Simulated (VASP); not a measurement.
# TiSi2 (Cmcm) in VASP: a series of runs

Runs on TiSi2. Level: PBE. Tasks: single point.

Everything below comes from runs of VASP 6.6.1. Logs are shortened: lines on timing, memory, paths and dates and some standing lists are left out, and cuts for length are marked.

### 1 The cell of the first run

Symmetry: Cmcm, No. 63, orthorhombic system. The conventional cell has a = 3.611 Å, b = 14.411 Å, c = 3.585 Å, α = 90.00°, β = 90.00°, γ = 90.00°. Within 3.5 Å of Ti (site symmetry m2m) lie 10 Si at 2.65 to 2.91 Å. Within 3.1 Å of Si (site symmetry m2m) lie 2 Si at 2.36 Å and 6 Ti at 2.65 to 2.91 Å. Si (site symmetry m2m) has 8 Si at 2.54 to 3.37 Å and 4 Ti at 2.75 Å within 3.4 Å.

### 2 Single point, PBE

INCAR

```
SYSTEM = TiSi2
  PREC = Accurate
  ENCUT = 520
  EDIFF = 1E-6
  ISMEAR = 0
  SIGMA = 0.1
  LREAL = .FALSE.
  LASPH = .TRUE.
  NELM = 80
  ALGO = Normal
  ISIF = 2
  LWAVE = .FALSE.
  LCHARG = .FALSE.
  GGA = PE
  NBANDS = 29
```

KPOINTS

```
Automatic mesh
0
G
  6 6 6
  0 0 0
```

POSCAR

```
TiSi2
1.0
    1.8053389618     -7.2054246004      0.0000000000
    1.8053389618      7.2054246004      0.0000000000
    0.0000000000      0.0000000000      3.5852351808
Ti Si
2 4
Direct
    0.8946665385      0.1053334615      0.7500000000
    0.1053334615      0.8946665385      0.2500000000
    0.5530999461      0.4469000539      0.7500000000
    0.4469000539      0.5530999461      0.2500000000
    0.2503123056      0.7496876944      0.7500000000
    0.7496876944      0.2503123056      0.2500000000
```

Potentials or basis: VASP PAW PBE potentials, release 64 (Ti_sv, Si).

Run with:

```
$ cat potpaw_PBE.64/Ti_sv/POTCAR potpaw_PBE.64/Si/POTCAR > POTCAR
$ mpirun -np 1 vasp_std > vasp.out
```

OUTCAR:

```text
SYSTEM = TiSi2
   PREC = Accurate
   ENCUT = 520
   EDIFF = 1E-6
   ISMEAR = 0
   LREAL = .FALSE.
   LASPH = .TRUE.
   NELM = 80
   ISIF = 2
   GGA = PE

 ion  position               nearest neighbor table
   1  0.895  0.105  0.750-   4 2.65   4 2.65   4 2.65   4 2.65   6 2.75   6 2.75   5 2.75   5 2.75
                             3 2.91   3 2.91
   2  0.105  0.895  0.250-   3 2.65   3 2.65   3 2.65   3 2.65   5 2.75   5 2.75   6 2.75   6 2.75
                             4 2.91   4 2.91
   3  0.553  0.447  0.750-   4 2.36   4 2.36   2 2.65   2 2.65   2 2.65   2 2.65   1 2.91   1 2.91

   4  0.447  0.553  0.250-   3 2.36   3 2.36   1 2.65   1 2.65   1 2.65   1 2.65   2 2.91   2 2.91

   5  0.250  0.750  0.750-   6 2.54   6 2.54   6 2.54   6 2.54   2 2.75   2 2.75   1 2.75   1 2.75

   6  0.750  0.250  0.250-   5 2.54   5 2.54   5 2.54   5 2.54   1 2.75   1 2.75   2 2.75   2 2.75

  LATTYP: Found a base centered orthorhombic cell.
 ALAT       =     3.6106779236
 B/A-ratio  =     3.9911754816
 C/A-ratio  =     0.9929534721

  Lattice vectors:

 A1 = (   1.8053389618,  -7.2054246004,   0.0000000000)
 A2 = (   1.8053389618,   7.2054246004,   0.0000000000)
 A3 = (   0.0000000000,   0.0000000000,   3.5852351808)

Analysis of symmetry for initial positions (statically):
=====================================================================
 Subroutine PRICEL returns:
 Original cell was already a primitive cell.

 Routine SETGRP: Setting up the symmetry group for a
 base centered orthorhombic supercell.

 Subroutine GETGRP returns: Found  8 space group operations
 (whereof  4 operations were pure point group operations)
 out of a pool of  8 trial point group operations.

The static configuration has the point symmetry C_2h.
 The point group associated with its full space group is D_2h.

Analysis of symmetry for dynamics (positions and initial velocities):
=====================================================================
 Subroutine PRICEL returns:
 Original cell was already a primitive cell.

 Routine SETGRP: Setting up the symmetry group for a
 base centered orthorhombic supercell.

 Subroutine GETGRP returns: Found  8 space group operations
 (whereof  4 operations were pure point group operations)
 out of a pool of  8 trial point group operations.

The dynamic configuration has the point symmetry C_2h.
 The point group associated with its full space group is D_2h.

 Subroutine INISYM returns: Found  8 space group operations
 (whereof  4 operations are pure point group operations),
 and found     1 'primitive' translations

----------------------------------------------------------------------------------------

                                     Primitive cell

  volume of cell :      93.2752

  direct lattice vectors                    reciprocal lattice vectors
     1.805338962 -7.205424600  0.000000000     0.276956300 -0.069392163  0.000000000
     1.805338962  7.205424600  0.000000000     0.276956300  0.069392163  0.000000000
     0.000000000  0.000000000  3.585235181     0.000000000  0.000000000  0.278921730

  length of vectors
     7.428148655  7.428148655  3.585235181     0.285517188  0.285517188  0.278921730

  position of ions in fractional coordinates (direct lattice)
     0.894666538  0.105333462  0.750000000
     0.105333462  0.894666538  0.250000000
     0.553099946  0.446900054  0.750000000
     0.446900054  0.553099946  0.250000000
     0.250312306  0.749687694  0.750000000
     0.749687694  0.250312306  0.250000000

  ion indices of the primitive-cell ions
   primitive index   ion index
                 1           1
                 2           2
                 3           3
                 4           4
                 5           5
                 6           6

----------------------------------------------------------------------------------------

 KPOINTS: Automatic mesh

Automatic generation of k-mesh.
 Grid dimensions read from file:
 generate k-points for:    6    6    6

 Generating k-lattice:

  Cartesian coordinates                     Fractional coordinates (reciprocal lattice)
     0.046159383 -0.011565361  0.000000000     0.166666667  0.000000000  0.000000000
     0.046159383  0.011565361  0.000000000     0.000000000  0.166666667  0.000000000
     0.000000000  0.000000000  0.046486955     0.000000000  0.000000000  0.166666667

  Length of vectors
     0.047586198  0.047586198  0.046486955

  Shift w.r.t. Gamma in fractional coordinates (k-lattice)
     0.000000000  0.000000000  0.000000000

 Subroutine IBZKPT returns following result:
 ===========================================

 Found     52 irreducible k-points:

 Following reciprocal coordinates:
            Coordinates               Weight
  0.000000  0.000000  0.000000      1.000000
  0.166667  0.000000  0.000000      4.000000
  0.333333  0.000000  0.000000      4.000000
  0.500000  0.000000  0.000000      2.000000
  0.166667  0.166667  0.000000      2.000000
  0.333333  0.166667  0.000000      4.000000
[... 16 lines left out ...]
  0.333333  0.333333  0.166667      4.000000
  0.500000  0.333333  0.166667      8.000000
 [... further k-points ...]
   k-points           NKPTS =     52   k-points in BZ     NKDIM =     52   number of bands    NBANDS=     29
   number of dos      NEDOS =    301   number of ions     NIONS =      6
   total plane-waves  NPLWV =  87808
   dimension x,y,z NGX =    56 NGY =   56 NGZ =   28
   dimension x,y,z NGXF=   112 NGYF=  112 NGZF=   56
   ions per type =               2   4
   NGX,Y,Z   is equivalent  to a cutoff of  12.53, 12.53, 12.98 a.u.
   NGXF,Y,Z  is equivalent  to a cutoff of  25.07, 25.07, 25.97 a.u.
 SYSTEM =  TiSi2
   PREC   = accura    normal or accurate (medium, high low for compatibility)
   ISTART =      0    job   : 0-new  1-cont  2-samecut
   ICHARG =      2    charge: 1-file 2-atom 10-const
   ISPIN  =      1    spin polarized calculation?
   LNONCOLLINEAR =      F non collinear calculations
   LSORBIT =      F    spin-orbit coupling
   LASPH  =      T    aspherical Exc in radial PAW
   ENCUT  =  520.0 eV  38.22 Ry    6.18 a.u.  13.81 13.81  6.67*2*pi/ulx,y,z
   NELM   =     80;   NELMIN=  2; NELMDL= -5     # of ELM steps
   EDIFF  = 0.1E-05   stopping-criterion for ELM
   LREAL  =      F    real-space projection
   EDIFFG = 0.1E-04   stopping-criterion for IOM
   NSW    =      0    number of steps for IOM
   IBRION =     -1    ionic relax: 0-MD 1-quasi-New 2-CG
   NFREE  =      0    steps in history (QN), initial steepest desc. (CG)
   ISIF   =      2    stress and relaxation
   ISYM   =      2    0-nonsym 1-usesym 2-fastsym
   POTIM  = 0.5000    time-step for ionic-motion
   TEBEG  =    0.0;   TEEND  =   0.0 temperature during run
   PSTRESS=    0.0 pullay stress
   NELECT =      40.0000    total number of electrons
   NUPDOWN=      -1.0000    fix difference up-down
   EMIN   =  10.00;   EMAX   =-10.00  energy-range for DOS
   EFERMI =   0.00;   METHOD = LEGACY
   ISMEAR =     0;   SIGMA  =   0.10  broadening in eV -4-tet -1-fermi 0-gaus
   EFERMI_NEDOS =   21; number of points for ismear=-14 and -15
   IALGO  =     38    algorithm
   IMIX   =      4    mixing-type and parameters
     AMIX     =   0.40;   BMIX     =  1.00
     AMIX_MAG =   1.60;   BMIX_MAG =  1.00
  volume/ion in A,a.u.               =      15.55       104.91
  Fermi-wavevector in a.u.,A,eV,Ry     =   1.234543  2.332948 20.736586  1.524096
  Thomas-Fermi vector in A             =   2.369229
   LORBIT       =      0    0 simple, 1 ext, 2 COOP (PROOUT), +10 PAW based schemes
   GGA     = PE    functional components
   LHFCALC =     F    Hartree Fock is set to
   AEXX    =    0.0000 exact exchange contribution
   IVDW    =     0    specifies the selected vdW correction
   LEPSILON=     F    determine dielectric tensor
   LRPA    =     F    only Hartree local field effects (RPA)
 non-spin polarized calculation
 Gauss-broadening in eV      SIGMA  =   0.10
  energy-cutoff  :      520.00
  volume of cell :       93.28
 maximum number of plane-waves:      2533
   NGX = 27   NGY = 27   NGZ = 13

 number of electron      40.0000002 magnetization

 Free energy of the ion-electron system (eV)
  ---------------------------------------------------
  ext. energy  EPLUGINS =         0.00000000
  ---------------------------------------------------
  free energy    TOTEN  =       -40.48035952 eV

  energy without entropy =      -40.47033092  energy(sigma->0) =      -40.47534522

 E-fermi :   9.4202     XC(G=0): -11.2185

 val. band max:        9.4118423288   @ k =   0.5000   0.3333   0.1667
 cond. band min:       9.4448311122   @ k =   0.5000   0.3333   0.0000
 fundamental gap:      0.0329887834
 Fermi energy:         9.4201640896

 k-point     1 :       0.0000    0.0000    0.0000
  band No.  band energies     occupation
      1     -47.7121      2.00000
      2     -47.7083      2.00000
      3     -24.0406      2.00000
      4     -24.0033      2.00000
      5     -23.9972      2.00000
      6     -23.9940      2.00000
[... 21 lines left out ...]
     28      12.1439      0.00000
     29      12.2853      0.00000

 k-point     2 :       0.1667    0.0000    0.0000
  band No.  band energies     occupation
      1     -47.7114      2.00000
      2     -47.7076      2.00000
      3     -24.0384      2.00000
      4     -24.0167      2.00000
      5     -24.0096      2.00000
      6     -23.9931      2.00000
[... 21 lines left out ...]
     28      12.0690      0.00000
     29      12.1476      0.00000

 k-point     3 :       0.3333    0.0000    0.0000
  band No.  band energies     occupation
      1     -47.7099      2.00000
      2     -47.7062      2.00000
      3     -24.0434      2.00000
      4     -24.0347      2.00000
      5     -24.0335      2.00000
      6     -23.9914      2.00000
[... 21 lines left out ...]
     28      11.8098      0.00000
     29      12.8059      0.00000

 k-point     4 :       0.5000    0.0000    0.0000
  band No.  band energies     occupation
      1     -47.7092      2.00000
      2     -47.7055      2.00000
      3     -24.0565      2.00000
      4     -24.0468      2.00000
      5     -24.0317      2.00000
      6     -23.9905      2.00000
[... 21 lines left out ...]
     28      12.0047      0.00000
     29      12.5550      0.00000

 k-point     5 :       0.1667    0.1667    0.0000
  band No.  band energies     occupation
      1     -47.7099      2.00000
      2     -47.7061      2.00000
      3     -24.0433      2.00000
      4     -24.0344      2.00000
      5     -24.0343      2.00000
      6     -23.9910      2.00000
[... 21 lines left out ...]
     28      11.9644      0.00000
     29      12.8744      0.00000
[... 510 lines left out ...]
     28      12.4776      0.00000
     29      12.7795      0.00000

 k-point    22 :      -0.1667    0.1667    0.1667
  band No.  band energies     occupation
      1     -47.7111      2.00000
      2     -47.7078      2.00000
      3     -24.0360      2.00000
      4     -24.0018      2.00000
      5     -23.9975      2.00000
      6     -23.9963      2.00000
[... 21 lines left out ...]
     28      12.0989      0.00000
     29      12.2969      0.00000

 k-point    23 :       0.3333    0.3333    0.1667
  band No.  band energies     occupation
      1     -47.7089      2.00000
      2     -47.7057      2.00000
      3     -24.0413      2.00000
      4     -24.0332      2.00000
      5     -24.0290      2.00000
      6     -23.9951      2.00000
[... 21 lines left out ...]
     28      12.0694      0.00000
     29      12.5905      0.00000

 k-point    24 :       0.5000    0.3333    0.1667
  band No.  band energies     occupation
      1     -47.7103      2.00000
      2     -47.7071      2.00000
      3     -24.0326      2.00000
      4     -24.0149      2.00000
      5     -24.0086      2.00000
      6     -23.9981      2.00000
[... 21 lines left out ...]
     28      12.4341      0.00000
     29      12.9057      0.00000

 [... further k-points ...]
[... 5 lines left out ...]
  --------------------------------------------------------------------------------------
  -------------------------------------------------------------------------------------
  Total       -4.3205141     -5.6861481     -2.4855790      0.0000000      0.0000000      0.0000000
  in kB      -74.2130069    -97.6703560    -42.6945232      0.0000000      0.0000000      0.0000000
  external PRESSURE =     -71.5259620 kB  Pullay stress =       0.0000000 kB

 VOLUME and BASIS-vectors are now :
 -----------------------------------------------------------------------------
  energy-cutoff  :      520.00
  volume of cell :       93.28
      direct lattice vectors                 reciprocal lattice vectors
     1.805338962 -7.205424600  0.000000000     0.276956300 -0.069392163  0.000000000
     1.805338962  7.205424600  0.000000000     0.276956300  0.069392163  0.000000000
     0.000000000  0.000000000  3.585235181     0.000000000  0.000000000  0.278921730

 POSITION                                       TOTAL-FORCE (eV/Angst)
 -----------------------------------------------------------------------------------
      1.80534     -5.68748      2.68893         0.000000      0.104385      0.000000
      1.80534      5.68748      0.89631         0.000000     -0.104385     -0.000000
      1.80534     -0.76522      2.68893         0.000000     -0.591257      0.000000
      1.80534      0.76522      0.89631         0.000000      0.591257      0.000000
      1.80534      3.59821      2.68893         0.000000      0.041295      0.000000
      1.80534     -3.59821      0.89631         0.000000     -0.041295      0.000000
 -----------------------------------------------------------------------------------
    total drift:                                0.000000      0.000000     -0.000000

  FREE ENERGIE OF THE ION-ELECTRON SYSTEM (eV)
  ---------------------------------------------------
  free  energy   TOTEN  =       -40.4803595162 eV

  energy  without entropy=      -40.4703309166  energy(sigma->0) =      -40.47534522
```

It took 3.1 min on 1 thread of Intel Xeon Platinum 8259CL at 2.50GHz (Skylake/Cascade Lake), shared host; peak memory 0.34 GiB.

What came out:

- Free energy: -40.4804 eV
- Pressure: -7.2 GPa
- Largest force: 0.591 eV/Å
- Band gap on the k mesh: zero (band 20 reaches 9.92 eV, above the bottom of band 21 at 9.04 eV)

Forces on the atoms (eV/Å):
```
Ti   0.000  0.104  0.000
Ti   0.000 -0.104  0.000
Si   0.000 -0.591  0.000
Si   0.000  0.591  0.000
Si   0.000  0.041  0.000
Si   0.000 -0.041  0.000
```

### 3 Single point, PBE

This run uses another cell than the first one, of 14.35 Å³/atom, 0.923 times its volume.

INCAR

```
ALGO = Normal
EDIFF = 1E-6
ENCUT = 520
GGA = PE
ISIF = 2
ISMEAR = 0
LASPH = True
LCHARG = False
LREAL = False
LWAVE = False
NBANDS = 29
NELM = 80
PREC = Accurate
SIGMA = 0.1
```

KPOINTS

```
k-points
0
Gamma
  10 10 10
```

POSCAR

```
TiSi2
1.0
    1.7737026983     -6.7800153024      0.0000000000
    1.7737026983      6.7800153024      0.0000000000
    0.0000000000      0.0000000000      3.5792346296
Ti Si
2 4
Direct
    0.8968512178      0.1031487822      0.7500000000
    0.1031487822      0.8968512178      0.2500000000
    0.5591517516      0.4408482484      0.7500000000
    0.4408482484      0.5591517516      0.2500000000
    0.2498722573      0.7501277427      0.7500000000
    0.7501277427      0.2498722573      0.2500000000
```

Potentials or basis: VASP PAW PBE potentials, release 64 (Ti_sv, Si).

Run with:

```
$ cat potpaw_PBE.64/Ti_sv/POTCAR potpaw_PBE.64/Si/POTCAR > POTCAR
$ mpirun -np 1 vasp_std > vasp.out
```

It took 12 min on 1 thread of Intel Xeon Platinum 8488C (Sapphire Rapids), shared host; peak memory 0.54 GiB.

It converged, with:

```yaml
Free_energy: -40.7529 eV
Pressure: 0.0 GPa
Largest_force: 0.011 eV/Å
Band_gap_on_the_k_mesh: zero (band 20 reaches 10.86 eV, above the bottom of band 21 at 9.87 eV)
```

Forces on the atoms (eV/Å):
```
Ti   0.000  0.008  0.000
Ti   0.000 -0.008  0.000
Si   0.000  0.011  0.000
Si   0.000 -0.011  0.000
Si   0.000  0.004  0.000
Si   0.000 -0.004  0.000
```

Levels at points of the mesh, in eV from the Fermi level:
| k point | band 18 | band 19 | band 20 | band 21 | band 22 | band 23 |
| --- | --- | --- | --- | --- | --- | --- |
| (0.00, 0.00, 0.00) | -2.05 | -2.02 | 0.47 | 0.71 | 0.81 | 0.89 |
| (0.50, 0.00, 0.00) | -1.42 | -0.63 | -0.55 | -0.52 | 1.18 | 1.45 |
| (0.50, 0.50, 0.00) | -1.90 | -1.15 | 0.39 | 0.65 | 0.74 | 0.90 |
| (0.00, 0.00, 0.50) | -1.58 | -0.04 | -0.04 | 0.86 | 0.86 | 1.49 |
| (0.50, 0.00, 0.50) | -3.17 | -2.41 | -2.41 | 1.73 | 1.73 | 1.86 |
| (0.50, 0.50, 0.50) | -2.02 | -0.85 | -0.85 | 0.47 | 0.47 | 1.65 |
